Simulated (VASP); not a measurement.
# Mg (Fm-3m) in VASP: further runs

Runs on Mg. Level: PBE. Tasks: single point.

All numbers are computed with VASP 6.6.1; they aren't measurements. Logs are shortened: lines on timing, memory, paths and dates and some standing lists are left out, and cuts for length are marked.

## (1) The cell of the first run

It takes space group Fm-3m (No. 225, cubic). Conventional cell: a = 4.580 Å, b = 4.580 Å, c = 4.580 Å, α = 90.00°, β = 90.00°, γ = 90.00°. Within 4.3 Å of Mg (site symmetry m-3m) lie 12 Mg at 3.24 Å.

## (2) Single point, PBE (Cd replaced by Mg, lengths x 0.987, strained)

File INCAR:

```
SYSTEM = Mg
PREC     = Accurate       ! precision mode
ENCUT    = 520            ! plane-wave cutoff, eV
EDIFF    = 1E-6           ! SCF threshold, eV
ISMEAR   = 0              ! smearing method
SIGMA    = 0.1            ! smearing width, eV
LREAL    = .FALSE.        ! projectors in reciprocal space
LASPH    = .TRUE.         ! aspherical terms in the spheres
NELM     = 80             ! most SCF steps
ALGO     = Normal         ! electronic algorithm
ISIF     = 2              ! what is computed and relaxed
LWAVE    = .FALSE.        ! write WAVECAR
LCHARG   = .FALSE.        ! write CHGCAR
GGA      = PE             ! functional
NBANDS   = 7              ! bands
```

File KPOINTS:

```
regular mesh
0
G
  6 6 6
  0 0 0
```

File POSCAR:

```
Mg
1.0
    0.0000000000      2.2897804599      2.2897804599
    2.2897804599      0.0000000000      2.2897804599
    2.2897804599      2.2897804599      0.0000000000
Mg
1
Direct
    0.0000000000      0.0000000000      0.0000000000
```

Potentials or basis: VASP PAW PBE potentials, release 64 (Mg).

Launch:

```bash
> cat potpaw_PBE.64/Mg/POTCAR > POTCAR
> mpirun -np 1 vasp_std > vasp.out
```

OUTCAR:

```text
SYSTEM = Mg
   PREC = Accurate
   ENCUT = 520
   EDIFF = 1E-6
   ISMEAR = 0
   LREAL = .FALSE.
   LASPH = .TRUE.
   NELM = 80
   ISIF = 2
   GGA = PE

 ion  position               nearest neighbor table
   1  0.000  0.000  0.000-

  LATTYP: Found a face centered cubic cell.
 ALAT       =     4.5795609198

  Lattice vectors:

 A1 = (   0.0000000000,   2.2897804599,   2.2897804599)
 A2 = (   2.2897804599,   0.0000000000,   2.2897804599)
 A3 = (   2.2897804599,   2.2897804599,   0.0000000000)

Analysis of symmetry for initial positions (statically):
=====================================================================
 Subroutine PRICEL returns:
 Original cell was already a primitive cell.

 Routine SETGRP: Setting up the symmetry group for a
 face centered cubic supercell.

 Subroutine GETGRP returns: Found 48 space group operations
 (whereof 48 operations were pure point group operations)
 out of a pool of 48 trial point group operations.

The static configuration has the point symmetry O_h .

Analysis of symmetry for dynamics (positions and initial velocities):
=====================================================================
 Subroutine PRICEL returns:
 Original cell was already a primitive cell.

 Routine SETGRP: Setting up the symmetry group for a
 face centered cubic supercell.

 Subroutine GETGRP returns: Found 48 space group operations
 (whereof 48 operations were pure point group operations)
 out of a pool of 48 trial point group operations.

The dynamic configuration has the point symmetry O_h .

 Subroutine INISYM returns: Found 48 space group operations
 (whereof 48 operations are pure point group operations),
 and found     1 'primitive' translations

----------------------------------------------------------------------------------------

                                     Primitive cell

  volume of cell :      24.0111

  direct lattice vectors                    reciprocal lattice vectors
     0.000000000  2.289780460  2.289780460    -0.218361545  0.218361545  0.218361545
     2.289780460  0.000000000  2.289780460     0.218361545 -0.218361545  0.218361545
     2.289780460  2.289780460  0.000000000     0.218361545  0.218361545 -0.218361545

  length of vectors
     3.238238581  3.238238581  3.238238581     0.378213291  0.378213291  0.378213291

  position of ions in fractional coordinates (direct lattice)
     0.000000000  0.000000000  0.000000000

  ion indices of the primitive-cell ions
   primitive index   ion index
[... 64 lines left out ...]
   EDIFF  = 0.1E-05   stopping-criterion for ELM
   LREAL  =      F    real-space projection
   EDIFFG = 0.1E-04   stopping-criterion for IOM
   NSW    =      0    number of steps for IOM
   IBRION =     -1    ionic relax: 0-MD 1-quasi-New 2-CG
   NFREE  =      0    steps in history (QN), initial steepest desc. (CG)
   ISIF   =      2    stress and relaxation
   ISYM   =      2    0-nonsym 1-usesym 2-fastsym
   POTIM  = 0.5000    time-step for ionic-motion
   TEBEG  =    0.0;   TEEND  =   0.0 temperature during run
   PSTRESS=    0.0 pullay stress
   NELECT =       2.0000    total number of electrons
   NUPDOWN=      -1.0000    fix difference up-down
   EMIN   =  10.00;   EMAX   =-10.00  energy-range for DOS
   EFERMI =   0.00;   METHOD = LEGACY
   ISMEAR =     0;   SIGMA  =   0.10  broadening in eV -4-tet -1-fermi 0-gaus
   EFERMI_NEDOS =   21; number of points for ismear=-14 and -15
   IALGO  =     38    algorithm
   IMIX   =      4    mixing-type and parameters
     AMIX     =   0.40;   BMIX     =  1.00
     AMIX_MAG =   1.60;   BMIX_MAG =  1.00
  volume/ion in A,a.u.               =      24.01       162.03
  Fermi-wavevector in a.u.,A,eV,Ry     =   0.714959  1.351076  6.954836  0.511166
  Thomas-Fermi vector in A             =   1.802994
   LORBIT       =      0    0 simple, 1 ext, 2 COOP (PROOUT), +10 PAW based schemes
   GGA     = PE    functional components
   LHFCALC =     F    Hartree Fock is set to
   AEXX    =    0.0000 exact exchange contribution
   IVDW    =     0    specifies the selected vdW correction
   LEPSILON=     F    determine dielectric tensor
   LRPA    =     F    only Hartree local field effects (RPA)
 non-spin polarized calculation
 Gauss-broadening in eV      SIGMA  =   0.10
  energy-cutoff  :      520.00
  volume of cell :       24.01
 maximum number of plane-waves:       656
   NGX = 13   NGY = 13   NGZ = 13

 number of electron       2.0000000 magnetization

 Free energy of the ion-electron system (eV)
  ---------------------------------------------------
  ext. energy  EPLUGINS =         0.00000000
  ---------------------------------------------------
  free energy    TOTEN  =        -1.41947102 eV

  energy without entropy =       -1.41184809  energy(sigma->0) =       -1.41565955

 E-fermi :   2.5558     XC(G=0):  -8.3573

 val. band max:        2.2258401156   @ k =  -0.3333   0.3333   0.1667
 cond. band min:       2.6088174879   @ k =  -0.3333   0.3333   0.1667
 fundamental gap:      0.3829773722
 Fermi energy:         2.5557813493

 k-point     1 :       0.0000    0.0000    0.0000
  band No.  band energies     occupation
      1      -4.3399      2.00000
      2      14.4740      0.00000
      3      14.4740      0.00000
      4      14.4740      0.00000
      5      16.1690      0.00000
      6      16.1690      0.00000
      7      16.1690      0.00000
[... 141 lines left out ...]
 k-point    16 :      -0.3333    0.5000    0.1667
  band No.  band energies     occupation
      1       2.9092      0.00000
      2       3.8686      0.00000
      3       5.0818      0.00000
      4       6.5225      0.00000
      5      13.9110      0.00000
      6      15.6084      0.00000
      7      20.4350      0.00000

------------------------ aborting loop because EDIFF is reached ----------------------------------------

  FORCE on cell =-STRESS in cart. coord.  units (eV):
  Direction    XX          YY          ZZ          XY          YZ          ZX
  --------------------------------------------------------------------------------------
  -------------------------------------------------------------------------------------
  Total       -0.2540954     -0.2540954     -0.2540954     -0.0000000     -0.0000000     -0.0000000
  in kB      -16.9549218    -16.9549218    -16.9549218     -0.0000000     -0.0000000     -0.0000000
  external PRESSURE =     -16.9549218 kB  Pullay stress =       0.0000000 kB

 VOLUME and BASIS-vectors are now :
 -----------------------------------------------------------------------------
  energy-cutoff  :      520.00
  volume of cell :       24.01
      direct lattice vectors                 reciprocal lattice vectors
     0.000000000  2.289780460  2.289780460    -0.218361545  0.218361545  0.218361545
     2.289780460  0.000000000  2.289780460     0.218361545 -0.218361545  0.218361545
     2.289780460  2.289780460  0.000000000     0.218361545  0.218361545 -0.218361545

 POSITION                                       TOTAL-FORCE (eV/Angst)
 -----------------------------------------------------------------------------------
      0.00000      0.00000      0.00000         0.000000     -0.000000      0.000000
 -----------------------------------------------------------------------------------
    total drift:                               -0.000000      0.000000      0.000000

  FREE ENERGIE OF THE ION-ELECTRON SYSTEM (eV)
  ---------------------------------------------------
  free  energy   TOTEN  =        -1.4194710187 eV

  energy  without entropy=       -1.4118480879  energy(sigma->0) =       -1.41565955
```

OSZICAR:

```text
N       E                     dE             d eps       ncg     rms          rms(c)
DAV:   1    -0.102224205172E+01   -0.10222E+01   -0.88156E+02   266   0.202E+02
DAV:   2    -0.142563973438E+01   -0.40340E+00   -0.39293E+00   308   0.860E+00
DAV:   3    -0.142773959698E+01   -0.20999E-02   -0.20990E-02   336   0.629E-01
DAV:   4    -0.142774097790E+01   -0.13809E-05   -0.13809E-05   322   0.119E-02
DAV:   5    -0.142774097824E+01   -0.33954E-09   -0.38606E-09   315   0.212E-04    0.700E-01
DAV:   6    -0.142395324395E+01    0.37877E-02   -0.51427E-04   280   0.142E-01    0.447E-01
DAV:   7    -0.141946399370E+01    0.44893E-02   -0.22898E-03   280   0.252E-01    0.268E-02
DAV:   8    -0.141947184384E+01   -0.78501E-05   -0.98645E-06   308   0.186E-02    0.614E-03
DAV:   9    -0.141947101872E+01    0.82512E-06   -0.90955E-07   301   0.377E-03
   1 F= -.14194710E+01 E0= -.14156596E+01  d E =-.762293E-02
```

stdout:

```text
POSCAR found type information on POSCAR Mg
 POSCAR found :  1 types and       1 ions
 scaLAPACK will be used
 LDA part: xc-table for (Slater+PW92), standard interpolation
 POSCAR, INCAR and KPOINTS ok, starting setup
 FFT: planning ... GRIDC
 FFT: planning ... GRID_SOFT
 FFT: planning ... GRID
 WAVECAR not read
 entering main loop
```

It took 1.7 s on 1 thread of Intel Xeon Platinum 8559C (Emerald Rapids), shared host; peak memory 0.13 GiB.

Results:

```
Free energy            : -1.4195 eV
Pressure               : -1.7 GPa
Band gap on the k mesh : zero (band 1 reaches 2.91 eV, above the bottom of band 2 at 1.10 eV)
```

Caveat: the k points lie up to 0.40 Å⁻¹ apart; the cell differs from its parent crystal (Cd replaced by Mg, lengths x 0.987, strained).

## (3) Single point, PBE (Cd replaced by Mg, lengths x 0.987, strained)

File INCAR:

```
ALGO = Normal
EDIFF = 1E-6
ENCUT = 520
GGA = PE
ISIF = 2
ISMEAR = 0
LASPH = T
LCHARG = T
LELF = T
LREAL = F
LVHAR = T
LWAVE = F
NBANDS = 7
NELM = 100
PREC = Accurate
SIGMA = 0.1
```

File KPOINTS:

```
k-points
0
Gamma
  6 6 6
```

File POSCAR:

```
Mg
1.0
    0.0000000000      2.2702637920      2.2702637920
    2.2702637920      0.0000000000      2.2702637920
    2.2702637920      2.2702637920      0.0000000000
Mg
1
Direct
    0.0000000000      0.0000000000      0.0000000000
```

Potentials or basis: VASP PAW PBE potentials, release 64 (Mg).

Launch:

```bash
> cat potpaw_PBE.64/Mg/POTCAR > POTCAR
> mpirun -np 1 vasp_std > vasp.out
```

Run time: 1.9 s. Hardware: 1 thread of Intel Xeon Platinum 8559C (Emerald Rapids), shared host; peak memory 0.13 GiB.

The run converged. Its results:

* Free energy: -1.4244 eV
* Pressure: -0.9 GPa
* Band gap on the k mesh: zero (band 1 reaches 3.04 eV, above the bottom of band 2 at 1.23 eV)

Levels at points of the mesh, in eV from the Fermi level:
| k point | band 1 | band 2 | band 3 | band 4 |
| --- | --- | --- | --- | --- |
| (0.00, 0.00, 0.00) | -7.02 | 12.06 | 12.06 | 12.06 |
| (0.50, 0.00, 0.00) | -1.85 | -1.47 | 10.98 | 10.98 |
| (0.50, 0.50, 0.00) | -0.39 | 0.60 | 5.88 | 6.66 |

Caveat: the k points lie up to 0.40 Å⁻¹ apart; the cell differs from its parent crystal (Cd replaced by Mg, lengths x 0.987, strained).

## (4) Single point, PBE (Cd replaced by Mg, lengths x 0.987, strained)

File INCAR:

```
ALGO = Fast
EDIFF = 1E-7
ENCUT = 520
GGA = PE
ISIF = 2
ISMEAR = 0
LASPH = True
LCHARG = False
LREAL = False
LWAVE = False
NBANDS = 7
NELM = 60
PREC = Accurate
SIGMA = 0.1
```

File KPOINTS:

```
k-points
0
Gamma
  8 8 8
```

File POSCAR:

```
Mg
1.0
    0.0000000000      2.1045802055      2.1045802055
    2.1045802055      0.0000000000      2.1045802055
    2.1045802055      2.1045802055      0.0000000000
Mg
1
Direct
    0.0000000000      0.0000000000      0.0000000000
```

Launch:

```bash
> cat potpaw_PBE.64/Mg/POTCAR > POTCAR
> mpirun -np 1 vasp_std > vasp.out
```

Run time: 2.2 s. Hardware: 1 thread of Intel Xeon Platinum 8559C (Emerald Rapids), shared host; peak memory 0.13 GiB.

The run converged. Its results:

```yaml
Free_energy: -1.3608 eV
Pressure: 11.5 GPa
Band_gap_on_the_k_mesh: zero (band 1 reaches 5.38 eV, above the bottom of band 2 at 2.53 eV)
```

Levels at points of the mesh, in eV from the Fermi level:
```
           k point  band 1  band 2  band 3  band 4  band 5  band 6
(0.00, 0.00, 0.00)   -7.62   13.97   13.97   13.97   16.56   17.09
(0.50, 0.00, 0.00)   -1.81   -1.03   12.69   12.69   14.59   14.59
(0.50, 0.50, 0.00)   -0.02    1.14    6.73    8.38    8.38   12.24
```

Caveat: the cell differs from its parent crystal (Cd replaced by Mg, lengths x 0.987, strained).

## (5) Single point, PBE (Cd replaced by Mg, lengths x 0.987, strained)

File INCAR:

```
PREC = Accurate ; ENCUT = 520
EDIFF = 1E-6 ; ISMEAR = 0
SIGMA = 0.1 ; LREAL = F
LASPH = T ; NELM = 100
ALGO = Normal ; ISIF = 2
LWAVE = F ; LCHARG = F
GGA = PE ; NBANDS = 7
```

File KPOINTS:

```
regular mesh
0
Gamma
  8 8 8
```

File POSCAR:

```
Mg
1.0
    0.0000000000      2.1912771430      2.1912771430
    2.1912771430      0.0000000000      2.1912771430
    2.1912771430      2.1912771430      0.0000000000
Mg
1
Direct
    0.0000000000      0.0000000000      0.0000000000
```

Launch:

```bash
> cat potpaw_PBE.64/Mg/POTCAR > POTCAR
> mpirun -np 1 vasp_std > vasp.out
```

Wall time 2.1 s (1 thread of Intel Xeon Platinum 8559C (Emerald Rapids), shared host); peak memory 0.12 GiB.

The run converged. Its results:

```
Free energy            : -1.4712 eV
Pressure               : 3.9 GPa
Band gap on the k mesh : zero (band 1 reaches 4.59 eV, above the bottom of band 2 at 1.81 eV)
```

Levels at points of the mesh, in eV from the Fermi level:
```tsv
k point	band 1	band 2	band 3	band 4	band 5	band 6
(0.00, 0.00, 0.00)	-7.03	13.19	13.19	13.19	15.60	15.60
(0.50, 0.00, 0.00)	-1.57	-1.00	12.02	12.02	13.26	13.26
(0.50, 0.50, 0.00)	0.03	1.12	6.53	7.69	7.69	10.92
```

Caveat: the cell differs from its parent crystal (Cd replaced by Mg, lengths x 0.987, strained).

## (6) Single point, PBE (Cd replaced by Mg, lengths x 0.987, strained)

File INCAR:

```
PREC = Accurate
ENCUT = 520
EDIFF = 1E-6
ISMEAR = 0
SIGMA = 0.1
LREAL = F
LASPH = T
NELM = 100
ALGO = Normal
ISIF = 2
LWAVE = F
LCHARG = F
GGA = PE
NBANDS = 7
```

File KPOINTS:

```
Automatic mesh
0
Gamma
  16 16 16
```

POSCAR is that of step 5.

Potentials or basis: VASP PAW PBE potentials, release 64 (Mg).

Launch:

```bash
> cat potpaw_PBE.64/Mg/POTCAR > POTCAR
> mpirun -np 1 vasp_std > vasp.out
```

Run time: 5.4 s. Hardware: 1 thread of Intel Xeon Platinum 8559C (Emerald Rapids), shared host; peak memory 0.14 GiB.

It converged, with:

| Quantity | Value |
| --- | --- |
| Free energy | -1.4704 eV |
| Pressure | 3.9 GPa |
| Band gap on the k mesh | zero (band 1 reaches 4.59 eV, above the bottom of band 2 at 1.81 eV) |

Levels at points of the mesh, in eV from the Fermi level:
| k point | band 1 | band 2 | band 3 | band 4 | band 5 |
| --- | --- | --- | --- | --- | --- |
| (0.00, 0.00, 0.00) | -7.29 | 12.92 | 12.92 | 12.92 | 15.33 |
| (0.50, 0.00, 0.00) | -1.84 | -1.27 | 11.76 | 11.76 | 13.00 |
| (0.50, 0.50, 0.00) | -0.23 | 0.86 | 6.27 | 7.43 | 7.43 |

Caveat: the cell differs from its parent crystal (Cd replaced by Mg, lengths x 0.987, strained).

## (7) Summary

```tsv
cell	k mesh	gap on the mesh (eV)	pressure (GPa)
a = 3.238 Å, angles 60.0°, 1 atom	6 × 6 × 6	none	-1.7
a = 3.211 Å, angles 60.0°, 1 atom	6 × 6 × 6	none	-0.9
a = 2.976 Å, angles 60.0°, 1 atom	8 × 8 × 8	none	11.5
a = 3.099 Å, angles 60.0°, 1 atom	8 × 8 × 8	none	3.9
a = 3.099 Å, angles 60.0°, 1 atom	16 × 16 × 16	none	3.9
```

Alike in all rows: task single point; level PBE; potentials or basis VASP PAW PBE potentials, release 64 (Mg); no spin polarisation; cutoff (eV) 520; smearing gaussian 0.1 eV.

Caveats: some runs use coarse meshes.

Total energies depend on the potentials used, so only differences within one code and one set of settings carry meaning.
